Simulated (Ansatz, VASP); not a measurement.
**CdS in VASP and in Ansatz**

```
Cd S
1.0
     4.16218    0.00000    0.00000
    -2.08109    3.60456    0.00000
     0.00000    0.00000    6.79370
Cd S
2 2
Cartesian
  0.0000 2.4030 0.0000
  2.0811 1.2015 3.3968
  0.0000 2.4030 2.6156
  2.0811 1.2015 6.0124
```

Change from the starting cell: volume scaled by 1.02, crystal datasets.

Alike in both runs: task electric field gradients; functional PBEsol; k mesh 7 × 7 × 4; occupations fermi-dirac, width 0.01 eV; no spin polarisation.

|  | VASP | Ansatz |
| --- | --- | --- |
| version | VASP 6.6.1 | Ansatz 0.2.0 |
| potentials or method | VASP PAW PBE potentials, release 64 (Cd, S), cutoff 520 eV | all-electron PAW with datasets made for the crystal, scalar-relativistic |

```csv
,VASP,Ansatz,Ansatz less VASP
gap on the k mesh at the Fermi level (eV),1.05,1.05,-0.002
pressure (GPa),-1.3,-1.6,-0.34
"traceless stress, the component that is largest in VASP (GPa)",-1.24,-1.19,+0.051
rms of the force components (eV/Å),0.136,0.131,-0.0046
size of Vzz on the site where it differs most (V/Å²),34.3,31.3,-3.01
```

VASP's potentials were made for PBE, not for PBEsol. Atom by atom the forces differ by 0.005 eV/Å (rms over components). Ansatz ran all-electron here, and VASP with PAW potentials.
